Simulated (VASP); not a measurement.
# BN (Fmm2) in VASP: notebook

The runs below take BN through single point, with PBE+D3(BJ).

Everything below comes from runs of VASP 6.6.1. Logs are shortened: lines on timing, memory, paths and dates and some standing lists are left out, and cuts for length are marked.

### 1 The cell of the first run

It takes space group Fmm2 (No. 42, orthorhombic). Conventional cell: a = 2.508 Å, b = 6.980 Å, c = 4.338 Å, α = 90.00°, β = 90.00°, γ = 90.00°. Within 1.9 Å of B (site symmetry mm2) lie 3 N at 1.45 Å. Within 1.9 Å of N (site symmetry mm2) lie 3 B at 1.45 Å.

### 2 Single point, PBE+D3(BJ) (strain +0.0450 x Voigt [0, 1, 0, 0, 0, 0])

Input file INCAR:

```
PREC = Accurate ; ENCUT = 520
EDIFF = 1E-6 ; ISMEAR = 0
SIGMA = 0.05 ; LREAL = False
LASPH = True ; NELM = 100
ALGO = Normal ; ISIF = 2
LWAVE = False ; LCHARG = False
GGA = PE ; IVDW = 12
NBANDS = 11
```

Input file KPOINTS:

```
Automatic mesh
0
Gamma
  12 12 12
```

Input file POSCAR:

```
BN
1.0
    0.0000000000      3.4897588880      2.1688319106
    1.2538424675      0.0000000000      2.1688319106
    1.2538424675      3.4897588880      0.0000000000
B N
1 1
Direct
    0.0001068737      0.0001068737      0.9998931263
    0.6665931163      0.6665931163      0.3334068837
```

Potentials or basis: VASP PAW PBE potentials, release 64 (B, N).

Launch:

```bash
cat potpaw_PBE.64/B/POTCAR potpaw_PBE.64/N/POTCAR > POTCAR
mpirun -np 1 vasp_std > vasp.out
```

OUTCAR:

```text
PREC = Accurate
   ENCUT = 520
   EDIFF = 1E-6
   ISMEAR = 0
   LREAL = False
   LASPH = True
   NELM = 100
   ISIF = 2
   GGA = PE
   IVDW = 12
 IVDW          = 12

 ion  position               nearest neighbor table
   1  0.000  0.000  1.000-   2 1.45   2 1.45   2 1.45
   2  0.667  0.667  0.333-   1 1.45   1 1.45   1 1.45

  LATTYP: Found a face centered orthorhombic cell.
 ALAT       =     2.5076849350
 B/A-ratio  =     1.7297483271
 C/A-ratio  =     2.7832514678

  Lattice vectors:

 A1 = (   0.0000000000,   3.4897588880,   2.1688319106)
 A2 = (  -1.2538424675,   3.4897588880,   0.0000000000)
 A3 = (  -1.2538424675,   0.0000000000,   2.1688319106)

Analysis of symmetry for initial positions (statically):
=====================================================================
 Subroutine PRICEL returns:
 Original cell was already a primitive cell.

 Routine SETGRP: Setting up the symmetry group for a
 face centered orthorhombic supercell.

 Subroutine GETGRP returns: Found  4 space group operations
 (whereof  4 operations were pure point group operations)
 out of a pool of  8 trial point group operations.

The static configuration has the point symmetry C_2v.

Analysis of symmetry for dynamics (positions and initial velocities):
=====================================================================
 Subroutine PRICEL returns:
 Original cell was already a primitive cell.

 Routine SETGRP: Setting up the symmetry group for a
 face centered orthorhombic supercell.

 Subroutine GETGRP returns: Found  4 space group operations
 (whereof  4 operations were pure point group operations)
 out of a pool of  8 trial point group operations.

The dynamic configuration has the point symmetry C_2v.

 Subroutine INISYM returns: Found  4 space group operations
 (whereof  4 operations are pure point group operations),
 and found     1 'primitive' translations

----------------------------------------------------------------------------------------

                                     Primitive cell

  volume of cell :      18.9799

  direct lattice vectors                    reciprocal lattice vectors
     0.000000000  3.489758888  2.168831911    -0.398774179  0.143276374  0.230538843
     1.253842467  0.000000000  2.168831911     0.398774179 -0.143276374  0.230538843
     1.253842467  3.489758888  0.000000000     0.398774179  0.143276374 -0.230538843

  length of vectors
     4.108801401  2.505185181  3.708171791     0.482386902  0.482386902  0.482386902

[... 87 lines left out ...]
   ISYM   =      2    0-nonsym 1-usesym 2-fastsym
   POTIM  = 0.5000    time-step for ionic-motion
   TEBEG  =    0.0;   TEEND  =   0.0 temperature during run
   PSTRESS=    0.0 pullay stress
   NELECT =       8.0000    total number of electrons
   NUPDOWN=      -1.0000    fix difference up-down
   EMIN   =  10.00;   EMAX   =-10.00  energy-range for DOS
   EFERMI =   0.00;   METHOD = LEGACY
   ISMEAR =     0;   SIGMA  =   0.05  broadening in eV -4-tet -1-fermi 0-gaus
   EFERMI_NEDOS =   21; number of points for ismear=-14 and -15
   IALGO  =     38    algorithm
   IMIX   =      4    mixing-type and parameters
     AMIX     =   0.40;   BMIX     =  1.00
     AMIX_MAG =   1.60;   BMIX_MAG =  1.00
  volume/ion in A,a.u.               =       9.49        64.04
  Fermi-wavevector in a.u.,A,eV,Ry     =   1.227458  2.319560 20.499269  1.506654
  Thomas-Fermi vector in A             =   2.362421
   LORBIT       =      0    0 simple, 1 ext, 2 COOP (PROOUT), +10 PAW based schemes
   GGA     = PE    functional components
   LHFCALC =     F    Hartree Fock is set to
   AEXX    =    0.0000 exact exchange contribution
   IVDW    =    12    specifies the selected vdW correction
   LEPSILON=     F    determine dielectric tensor
   LRPA    =     F    only Hartree local field effects (RPA)
 non-spin polarized calculation
 Gauss-broadening in eV      SIGMA  =   0.05
  energy-cutoff  :      520.00
  volume of cell :       18.98
 maximum number of plane-waves:       529
   NGX = 15   NGY =  9   NGZ = 13

 number of electron       8.0000000 magnetization

 Free energy of the ion-electron system (eV)
  ---------------------------------------------------
  ext. energy  EPLUGINS =         0.00000000
  ---------------------------------------------------
  free energy    TOTEN  =       -17.58770672 eV

  energy without entropy =      -17.58770672  energy(sigma->0) =      -17.58770672

 E-fermi :   2.2021     XC(G=0):  -9.7414

 val. band max:        1.9752941033   @ k =   0.5000  -0.3333   0.1667
 cond. band min:       5.8104955992   @ k =   0.0000   0.5000   0.5000
 fundamental gap:      3.8352014959
 Fermi energy:         2.2021360530

 k-point     1 :       0.0000    0.0000    0.0000
  band No.  band energies     occupation
      1     -15.8686      2.00000
      2      -2.4743      2.00000
      3       0.5490      2.00000
      4       0.5554      2.00000
      5       6.8426      0.00000
      6      13.4444      0.00000
      7      13.5099      0.00000
      8      14.8969      0.00000
      9      16.3328      0.00000
     10      27.5017      0.00000
     11      28.7368      0.00000
[... 309 lines left out ...]
 k-point    24 :      -0.4167    0.1667    0.0000
  band No.  band energies     occupation
      1     -12.4501      2.00000
      2      -6.6786      2.00000
      3      -3.5924      2.00000
      4       1.3321      2.00000
      5       6.6901      0.00000
      6      13.4491      0.00000
      7      15.3718      0.00000
      8      17.0708      0.00000
      9      20.2614      0.00000
     10      22.4580      0.00000
     11      24.2207      0.00000

 [... further k-points ...]

------------------------ aborting loop because EDIFF is reached ----------------------------------------

 Edisp (eV)   -0.26522

 E8    (eV) :    -0.0772

  FORCE on cell =-STRESS in cart. coord.  units (eV):
  Direction    XX          YY          ZZ          XY          YZ          ZX
  --------------------------------------------------------------------------------------
  -------------------------------------------------------------------------------------
  Total       0.02216    -0.13259     0.05509     0.00000     0.00000     0.00000
  in kB       1.87102   -11.19269     4.65022     0.00000     0.00000     0.00000
  external pressure =       -1.56 kB  Pullay stress =        0.00 kB

 VOLUME and BASIS-vectors are now :
 -----------------------------------------------------------------------------
  energy-cutoff  :      520.00
  volume of cell :       18.98
      direct lattice vectors                 reciprocal lattice vectors
     0.000000000  3.489758888  2.168831911    -0.398774179  0.143276374  0.230538843
     1.253842467  0.000000000  2.168831911     0.398774179 -0.143276374  0.230538843
     1.253842467  3.489758888  0.000000000     0.398774179  0.143276374 -0.230538843

 POSITION                                       TOTAL-FORCE (eV/Angst)
 -----------------------------------------------------------------------------------
      1.25384      3.48976      0.00046         0.000000      0.000000     -0.004987
      1.25384      3.48976      2.89146         0.000000      0.000000      0.004987
 -----------------------------------------------------------------------------------
    total drift:                                0.000007     -0.000012     -0.000064

  FREE ENERGIE OF THE ION-ELECTRON SYSTEM (eV)
  ---------------------------------------------------
  free  energy   TOTEN  =       -17.8529292671 eV

  energy  without entropy=      -17.8529292671  energy(sigma->0) =      -17.85292927
```

OSZICAR:

```text
N       E                     dE             d eps       ncg     rms          rms(c)
DAV:   1     0.139252716318E+02    0.13925E+02   -0.46101E+03  6288   0.682E+02
DAV:   2    -0.185604810561E+02   -0.32486E+02   -0.31239E+02  7352   0.160E+02
DAV:   3    -0.193895396212E+02   -0.82906E+00   -0.82782E+00  7483   0.236E+01
DAV:   4    -0.193922744359E+02   -0.27348E-02   -0.27347E-02  6830   0.152E+00
DAV:   5    -0.193922872032E+02   -0.12767E-04   -0.12767E-04  7564   0.906E-02    0.796E+00
DAV:   6    -0.177825924630E+02    0.16097E+01   -0.52628E+00  7008   0.128E+01    0.363E+00
DAV:   7    -0.176270017769E+02    0.15559E+00   -0.24523E-01  7128   0.370E+00    0.222E+00
DAV:   8    -0.175867586466E+02    0.40243E-01   -0.12269E-01  7275   0.212E+00    0.255E-01
DAV:   9    -0.175871918014E+02   -0.43315E-03   -0.29986E-03  6766   0.435E-01    0.141E-01
DAV:  10    -0.175876750338E+02   -0.48323E-03   -0.59924E-04  6974   0.177E-01    0.256E-02
DAV:  11    -0.175877065342E+02   -0.31500E-04   -0.64493E-05  7278   0.544E-02    0.225E-02
DAV:  12    -0.175877063024E+02    0.23178E-06   -0.12259E-05  6896   0.231E-02    0.210E-03
DAV:  13    -0.175877067162E+02   -0.41383E-06   -0.47685E-07  4413   0.613E-03
   1 F= -.17852929E+02 E0= -.17852929E+02  d E =-.486688E-13
```

stdout:

```text
POSCAR found type information on POSCAR B N
 POSCAR found :  2 types and       2 ions
 scaLAPACK will be used
 LDA part: xc-table for (Slater+PW92), standard interpolation
 POSCAR, INCAR and KPOINTS ok, starting setup
 FFT: planning ... GRIDC
 FFT: planning ... GRID_SOFT
 FFT: planning ... GRID
 WAVECAR not read
 entering main loop
```

It took 73 s on 1 thread of Intel Xeon 8259CL, shared host; peak memory 0.2 GiB.

Results:

| Item | Value |
| --- | --- |
| Free energy | -17.8529 eV |
| Pressure | -0.2 GPa |
| Largest force | 0.005 eV/Å |
| Band gap on the k mesh | 3.84 eV (least direct gap 4.54 eV) |
| Dispersion energy per atom | -0.133 eV |

Forces in eV/Å, atoms in the order of the input:
```
B    0.000  0.000 -0.005
N    0.000  0.000  0.005
```

Stress tensor (GPa, compression positive):
```
 0.19  0.00  0.00
 0.00 -1.12  0.00
 0.00  0.00  0.47
```

Caveat: the cell differs from its parent crystal (strain +0.0450 x Voigt [0, 1, 0, 0, 0, 0]). A k mesh can miss the band edges.

### 3 Single point, PBE+D3(BJ) (strain +0.0600 x Voigt [0, 1, 0, 0, 0, 0])

Input file INCAR:

```
SYSTEM = BN
PREC = Accurate
ENCUT = 520
EDIFF = 1E-6
ISMEAR = 0
SIGMA = 0.05
LREAL = .False.
LASPH = .True.
NELM = 80
ALGO = Normal
ISIF = 2
LWAVE = .False.
LCHARG = .False.
GGA = PE
IVDW = 12
NBANDS = 11
```

Input file KPOINTS:

```
regular mesh
0
Gamma
  12 12 12
  0 0 0
```

Input file POSCAR:

```
BN
1.0
    0.0000000000      3.5398511209      2.1688319106
    1.2538424675      0.0000000000      2.1688319106
    1.2538424675      3.5398511209      0.0000000000
B N
1 1
Direct
    0.0001068737      0.0001068737      0.9998931263
    0.6665931163      0.6665931163      0.3334068837
```

Potentials or basis: VASP PAW PBE potentials, release 64 (B, N).

Launch:

```bash
cat potpaw_PBE.64/B/POTCAR potpaw_PBE.64/N/POTCAR > POTCAR
mpirun -np 1 vasp_std > vasp.out
```

Run time: 63 s. Hardware: 1 thread of Intel Xeon 8259CL, shared host; peak memory 0.2 GiB.

Results (log left out):

| Quantity | Value |
| --- | --- |
| Free energy | -17.8511 eV |
| Pressure | -0.2 GPa |
| Largest force | 0.006 eV/Å |
| Band gap on the k mesh | 3.89 eV (least direct gap 4.55 eV) |
| Dispersion energy per atom | -0.130 eV |

Forces on the atoms (eV/Å):
```
B    0.000  0.000 -0.006
N    0.000  0.000  0.006
```

Stress tensor (GPa, compression positive):
```
 0.20  0.00  0.00
 0.00 -1.32  0.00
 0.00  0.00  0.54
```

Levels at points of the mesh, in eV from the valence-band top:
```tsv
k point	band 1	band 2	band 3	band 4	band 5	band 6	band 7	band 8	band 9
(0.00, 0.00, 0.00)	-17.83	-4.51	-1.42	-1.41	4.81	11.48	11.53	12.89	14.30
(0.50, 0.00, 0.00)	-14.66	-8.97	-4.20	-1.00	4.63	9.77	13.25	15.45	19.52
(0.50, 0.50, 0.00)	-14.70	-9.05	-4.21	-0.55	5.71	9.36	12.20	13.62	19.30
(0.50, 0.00, 0.50)	-17.65	-6.04	-1.44	-1.41	9.43	11.44	11.49	11.74	15.49
(0.00, 0.50, 0.50)	-14.61	-8.88	-4.25	-1.41	3.89	9.84	14.39	18.30	19.13
```

Caveat: the cell differs from its parent crystal (strain +0.0600 x Voigt [0, 1, 0, 0, 0, 0]).

### 4 Single point, PBE+D3(BJ) (strain +0.0525 x Voigt [0, 1, 0, 0, 0, 0])

Input file INCAR:

```
SYSTEM = BN
  PREC = Accurate
  ENCUT = 520
  EDIFF = 1E-6
  ISMEAR = 0
  SIGMA = 0.05
  LREAL = .FALSE.
  LASPH = .TRUE.
  NELM = 80
  ALGO = Normal
  ISIF = 2
  LWAVE = .FALSE.
  LCHARG = .FALSE.
  GGA = PE
  IVDW = 12
  NBANDS = 11
```

Input file KPOINTS:

```
regular mesh
0
G
  12 12 12
  0 0 0
```

Input file POSCAR:

```
BN
1.0
    0.0000000000      3.5148050044      2.1688319106
    1.2538424675      0.0000000000      2.1688319106
    1.2538424675      3.5148050044      0.0000000000
B N
1 1
Direct
    0.0001068737      0.0001068737      0.9998931263
    0.6665931163      0.6665931163      0.3334068837
```

Launch:

```bash
cat potpaw_PBE.64/B/POTCAR potpaw_PBE.64/N/POTCAR > POTCAR
mpirun -np 1 vasp_std > vasp.out
```

Wall time 65 s (1 thread of Intel Xeon 8259CL, shared host); peak memory 0.2 GiB.

It converged, with:

- Free energy: -17.8521 eV
- Pressure: -0.2 GPa
- Largest force: 0.006 eV/Å
- Band gap on the k mesh: 3.86 eV (least direct gap 4.54 eV)
- Dispersion energy per atom: -0.131 eV

Forces in eV/Å, atoms in the order of the input:
```
B    0.000  0.000 -0.006
N    0.000  0.000  0.006
```

Stress tensor (GPa, compression positive):
```
 0.19  0.00  0.00
 0.00 -1.23  0.00
 0.00  0.00  0.50
```

Levels at points of the mesh, in eV from the valence-band top:
| k point | band 2 | band 3 | band 4 | band 5 | band 6 | band 7 |
| --- | --- | --- | --- | --- | --- | --- |
| (0.00, 0.00, 0.00) | -4.48 | -1.42 | -1.42 | 4.84 | 11.47 | 11.53 |
| (0.50, 0.00, 0.00) | -8.97 | -4.21 | -1.01 | 4.62 | 9.77 | 13.28 |
| (0.50, 0.50, 0.00) | -9.05 | -4.21 | -0.53 | 5.74 | 9.36 | 12.21 |
| (0.50, 0.00, 0.50) | -6.07 | -1.45 | -1.41 | 9.51 | 11.43 | 11.49 |
| (0.00, 0.50, 0.50) | -8.87 | -4.25 | -1.43 | 3.86 | 9.84 | 14.44 |

Caveat: the cell differs from its parent crystal (strain +0.0525 x Voigt [0, 1, 0, 0, 0, 0]).

(Part 1 of 2 ends here.)
